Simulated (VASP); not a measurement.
# BaTiO3 (Pm-3m) in VASP: notebook, part 2 of 2

VASP 6.6.1. The steps go on from the part before.

### Step 3. Electric field gradients, PBE

File INCAR:

```
SYSTEM = BaTiO3
ALGO     = Normal         ! electronic algorithm
EDIFF    = 1E-8           ! SCF threshold, eV
ENCUT    = 520            ! plane-wave cutoff, eV
GGA      = PE             ! functional
GGA_COMPAT= .FALSE.      
ISIF     = 2              ! what is computed and relaxed
ISMEAR   = -1             ! smearing method
LASPH    = .TRUE.         ! aspherical terms in the spheres
LCHARG   = .FALSE.        ! write CHGCAR
LEFG     = .TRUE.       
LREAL    = .FALSE.        ! projectors in reciprocal space
LWAVE    = .FALSE.        ! write WAVECAR
NBANDS   = 28             ! bands
NELM     = 120            ! most SCF steps
PREC     = Accurate       ! precision mode
SIGMA    = 0.02           ! smearing width, eV
```

File KPOINTS:

```
k-points
0
G
  8 8 8
  0 0 0
```

File POSCAR:

```
BaTiO3
1.0
    4.0060000000      0.0000000000      0.0000000000
    0.0000000000      4.0060000000      0.0000000000
    0.0000000000      0.0000000000      4.0060000000
Ba Ti O
1 1 3
Direct
    0.5000000000      0.5000000000      0.5000000000
    0.0000000000      0.0000000000      0.0000000000
    0.5000000000      0.0000000000      0.0000000000
    0.0000000000      0.5000000000      0.0000000000
    0.0000000000      0.0000000000      0.5000000000
```

Potentials or basis: VASP PAW PBE potentials, release 64 (Ba_sv, Ti_sv, O).

Launch:

```
> cat potpaw_PBE.64/Ba_sv/POTCAR potpaw_PBE.64/Ti_sv/POTCAR potpaw_PBE.64/O/POTCAR > POTCAR
> mpirun -np 1 vasp_std > vasp.out
```

OUTCAR:

```text
SYSTEM = BaTiO3
   EDIFF = 1E-8
   ENCUT = 520
   GGA = PE
   ISIF = 2
   ISMEAR = -1
   LASPH = .TRUE.
   LREAL = .FALSE.
   NELM = 120
   PREC = Accurate

 ion  position               nearest neighbor table
   1  0.500  0.500  0.500-   3 2.83   4 2.83   5 2.83   3 2.83   4 2.83   3 2.83   5 2.83   3 2.83
                             4 2.83   5 2.83   4 2.83   5 2.83   2 3.47   2 3.47   2 3.47   2 3.47
   2  0.000  0.000  0.000-   3 2.00   4 2.00   5 2.00   5 2.00   4 2.00   3 2.00   1 3.47   1 3.47
                             1 3.47   1 3.47   1 3.47   1 3.47   1 3.47   1 3.47
   3  0.500  0.000  0.000-   2 2.00   2 2.00   1 2.83   1 2.83   1 2.83   1 2.83
   4  0.000  0.500  0.000-   2 2.00   2 2.00   1 2.83   1 2.83   1 2.83   1 2.83
   5  0.000  0.000  0.500-   2 2.00   2 2.00   1 2.83   1 2.83   1 2.83   1 2.83

  LATTYP: Found a simple cubic cell.
 ALAT       =     4.0060000000

  Lattice vectors:

 A1 = (   4.0060000000,   0.0000000000,   0.0000000000)
 A2 = (   0.0000000000,   4.0060000000,   0.0000000000)
 A3 = (   0.0000000000,   0.0000000000,   4.0060000000)

Analysis of symmetry for initial positions (statically):
=====================================================================
 Subroutine PRICEL returns:
 Original cell was already a primitive cell.

 Routine SETGRP: Setting up the symmetry group for a
 simple cubic supercell.

 Subroutine GETGRP returns: Found 48 space group operations
 (whereof 48 operations were pure point group operations)
 out of a pool of 48 trial point group operations.

The static configuration has the point symmetry O_h .

Analysis of symmetry for dynamics (positions and initial velocities):
=====================================================================
 Subroutine PRICEL returns:
 Original cell was already a primitive cell.

 Routine SETGRP: Setting up the symmetry group for a
 simple cubic supercell.

 Subroutine GETGRP returns: Found 48 space group operations
 (whereof 48 operations were pure point group operations)
 out of a pool of 48 trial point group operations.

The dynamic configuration has the point symmetry O_h .

 Subroutine INISYM returns: Found 48 space group operations
 (whereof 48 operations are pure point group operations),
 and found     1 'primitive' translations

----------------------------------------------------------------------------------------

                                     Primitive cell

  volume of cell :      64.2884

  direct lattice vectors                    reciprocal lattice vectors
     4.006000000  0.000000000  0.000000000     0.249625562  0.000000000  0.000000000
     0.000000000  4.006000000  0.000000000     0.000000000  0.249625562  0.000000000
     0.000000000  0.000000000  4.006000000     0.000000000  0.000000000  0.249625562

  length of vectors
     4.006000000  4.006000000  4.006000000     0.249625562  0.249625562  0.249625562

  position of ions in fractional coordinates (direct lattice)
     0.500000000  0.500000000  0.500000000
     0.000000000  0.000000000  0.000000000
     0.500000000  0.000000000  0.000000000
[... 97 lines left out ...]
   ISMEAR =    -1;   SIGMA  =   0.02  broadening in eV -4-tet -1-fermi 0-gaus
   EFERMI_NEDOS =   21; number of points for ismear=-14 and -15
   IALGO  =     38    algorithm
   IMIX   =      4    mixing-type and parameters
     AMIX     =   0.40;   BMIX     =  1.00
     AMIX_MAG =   1.60;   BMIX_MAG =  1.00
  volume/ion in A,a.u.               =      12.86        86.77
  Fermi-wavevector in a.u.,A,eV,Ry     =   1.397603  2.641087 26.576187  1.953295
  Thomas-Fermi vector in A             =   2.520843
   LORBIT       =      0    0 simple, 1 ext, 2 COOP (PROOUT), +10 PAW based schemes
   GGA     = PE    functional components
   LHFCALC =     F    Hartree Fock is set to
   AEXX    =    0.0000 exact exchange contribution
   IVDW    =     0    specifies the selected vdW correction
   LEPSILON=     F    determine dielectric tensor
   LRPA    =     F    only Hartree local field effects (RPA)
 non-spin polarized calculation
  energy-cutoff  :      520.00
  volume of cell :       64.29
 maximum number of plane-waves:      1751
 NGX is ok and might be reduce to    30
   NGX = 15   NGY = 15   NGZ = 15

 number of electron      39.9999976 magnetization

 Free energy of the ion-electron system (eV)
  ---------------------------------------------------
  ext. energy  EPLUGINS =         0.00000000
  ---------------------------------------------------
  free energy    TOTEN  =       -39.97081391 eV

  energy without entropy =      -39.97081391  energy(sigma->0) =      -39.97081391

 E-fermi :   4.3430     XC(G=0): -11.2464

 val. band max:        3.8138343657   @ k =   0.5000   0.5000   0.5000
 cond. band min:       5.5536945573   @ k =   0.0000   0.0000   0.0000
 fundamental gap:      1.7398601916
 Fermi energy:         4.3429942110

 k-point     1 :       0.0000    0.0000    0.0000
  band No.  band energies     occupation
      1     -52.8348      2.00000
      2     -29.0444      2.00000
      3     -29.0444      2.00000
      4     -29.0444      2.00000
      5     -21.0059      2.00000
      6     -13.0734      2.00000
[... 733 lines left out ...]
     27      11.9973      0.00000
     28      12.8048      0.00000

 [... further k-points ...]
[... 5 lines left out ...]
  --------------------------------------------------------------------------------------
  -------------------------------------------------------------------------------------
  Total        1.3729794      1.3729794      1.3729794     -0.0000000      0.0000000     -0.0000000
  in kB       34.2169879     34.2169879     34.2169879     -0.0000000      0.0000000     -0.0000000
  external PRESSURE =      34.2169879 kB  Pullay stress =       0.0000000 kB

 VOLUME and BASIS-vectors are now :
 -----------------------------------------------------------------------------
  energy-cutoff  :      520.00
  volume of cell :       64.29
      direct lattice vectors                 reciprocal lattice vectors
     4.006000000  0.000000000  0.000000000     0.249625562  0.000000000  0.000000000
     0.000000000  4.006000000  0.000000000     0.000000000  0.249625562  0.000000000
     0.000000000  0.000000000  4.006000000     0.000000000  0.000000000  0.249625562

 POSITION                                       TOTAL-FORCE (eV/Angst)
 -----------------------------------------------------------------------------------
      2.00300      2.00300      2.00300         0.000000      0.000000      0.000000
      0.00000      0.00000      0.00000         0.000000      0.000000      0.000000
      2.00300      0.00000      0.00000         0.000000      0.000000      0.000000
      0.00000      2.00300      0.00000         0.000000      0.000000      0.000000
      0.00000      0.00000      2.00300         0.000000      0.000000      0.000000
 -----------------------------------------------------------------------------------
    total drift:                                0.000000     -0.000000      0.000000

  FREE ENERGIE OF THE ION-ELECTRON SYSTEM (eV)
  ---------------------------------------------------
  free  energy   TOTEN  =       -39.9708139132 eV

  energy  without entropy=      -39.9708139132  energy(sigma->0) =      -39.97081391

 Electric field gradients (V/A^2)
---------------------------------------------------------------------
 ion       V_xx      V_yy      V_zz      V_xy      V_xz      V_yz
---------------------------------------------------------------------
   1      -0.000     0.000    -0.000    -0.000    -0.000    -0.000
   2      -0.000    -0.000     0.000     0.000    -0.000    -0.000
   3      25.091   -12.545   -12.545     0.000    -0.000     0.000
   4     -12.545    25.091   -12.545    -0.000     0.000    -0.000
   5     -12.545   -12.545    25.091     0.000    -0.000    -0.000
---------------------------------------------------------------------

 Electric field gradients after diagonalization (V/A^2)
 (convention: |V_zz| > |V_xx| > |V_yy|)
----------------------------------------------------------------------
 ion       V_xx      V_yy      V_zz     asymmetry (V_yy - V_xx)/ V_zz
----------------------------------------------------------------------
   1       0.000    -0.000    -0.000       0.712
   2      -0.000    -0.000     0.000       0.075
   3     -12.545   -12.545    25.091       0.000
   4     -12.545   -12.545    25.091       0.000
   5     -12.545   -12.545    25.091       0.000
----------------------------------------------------------------------

           NMR quadrupolar parameters

 Cq : quadrupolar parameter    Cq=e*Q*V_zz/h
 eta: asymmetry parameters     (V_yy - V_xx)/ V_zz
 Q  : nuclear electric quadrupole moment in mb (millibarn)
----------------------------------------------------------------------
 ion       Cq(MHz)       eta       Q (mb)
----------------------------------------------------------------------
   1      -0.000       0.712       1.000
   2       0.000       0.075       1.000
   3       0.061       0.000       1.000
   4       0.061       0.000       1.000
   5       0.061       0.000       1.000
----------------------------------------------------------------------
```

Run time: 2 min. Hardware: 1 thread of Intel Xeon 8259CL, shared host; peak memory 0.21 GiB.

Results:

```yaml
Free_energy: -39.9708 eV
Pressure: 3.4 GPa
Band_gap_on_the_k_mesh: 1.74 eV, indirect (least direct gap 1.89 eV)
```

Electric field gradients, principal values (V/Å²):
```tsv
atom	least	middle	greatest (by size)
1 Ba	0.000	0.000	0.000
2 Ti	0.000	0.000	0.000
3 O	-12.545	-12.545	25.091
4 O	-12.545	-12.545	25.091
5 O	-12.545	-12.545	25.091
```

Caveat: without QUAD_EFG the Cq values of the log hold for a quadrupole moment of 1 mb, not for the nuclei; spin-orbit coupling is left out, which moves the levels of the heavy elements.
